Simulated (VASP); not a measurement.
The system is LiBr.

```
Li Br
1.0
     0.00000    2.72269    2.72269
     2.72269    0.00000    2.72269
     2.72269    2.72269    0.00000
Li Br
1 1
Direct
  0.00000 0.00000 0.00000
  0.50000 0.50000 0.50000
```

Program: VASP 6.6.1. Alike in all runs: task single point; no spin polarisation; cell as given.

**Question.** Order these runs on this cell by their band gap on the k mesh, lowest first.
A. level r2SCAN; potentials or basis VASP PAW PBE potentials, release 64 (Li_sv, Br); k mesh 4 × 4 × 4; cutoff (eV) 830; smearing gaussian 0.1 eV
B. level PBEsol; potentials or basis VASP PAW PBE potentials, release 64 (Li_sv, Br); k mesh 6 × 6 × 6; cutoff (eV) 750; smearing gaussian 0.1 eV
C. level PBE; potentials or basis VASP PAW PBE potentials, release 64 (Li_sv, Br); k mesh 2 × 2 × 2, shifted; cutoff (eV) 750; smearing gaussian 0.1 eV
D. level PBE; potentials or basis VASP PAW PBE potentials, release 64 (Li_sv, Br); k mesh 6 × 6 × 6; cutoff (eV) 750; smearing methfessel-paxton 0.12 eV
E. level LDA; potentials or basis VASP PAW LDA potentials, release 64 (Li_sv, Br); k mesh 2 × 2 × 2, shifted; cutoff (eV) 750; smearing gaussian 0.1 eV

**Answer.** B (4.90 eV), D (5.08 eV), A (6.02 eV), C (6.20 eV), E (6.77 eV).

Caveats: some runs use coarse meshes.

A k mesh can miss the band edges.
